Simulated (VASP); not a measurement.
Pt, 3 atoms in the cell. Symmetry: P6/mmm, No. 191, hexagonal system. The conventional cell has a = 4.544 Å, b = 4.544 Å, c = 2.725 Å, α = 90.00°, β = 90.00°, γ = 120.00°. Within 3.6 Å of Pt (site symmetry 6/mmm) lie 14 Pt at 2.73 to 2.96 Å. Pt (site symmetry -6m2) has 11 Pt at 2.62 to 2.96 Å within 3.5 Å. 

```yaml
Program: VASP 6.6.1
Task: single point
Functional: PBE
Potentials_or_basis: VASP PAW PBE potentials, release 64 (Pt)
Cutoff: 520 eV
k_mesh: 8 × 8 × 11
Occupations: fermi-dirac, width 0.05 eV
Spin: no spin polarisation
Dipole_correction: no
Further_INCAR_settings: ALGO = Normal; EDIFF = 1e-06; NBANDS = 22
```

Potentials or basis: VASP PAW PBE potentials, release 64 (Pt).

Command:

```sh
$ cat potpaw_PBE.64/Pt/POTCAR > POTCAR
$ mpirun -np 1 vasp_std > vasp.out
```

Hardware: 1 thread of Intel(R) Xeon(R) 6975P-C (Granite Rapids), with other jobs on the host.

**Question.** Estimate the wall time of this run.

**Answer.** Run time: 21 s on 1 thread of Intel(R) Xeon(R) 6975P-C (Granite Rapids), with other jobs on the host, peak memory 0.19 GiB. Counts: scf iterations 14, k points 60.
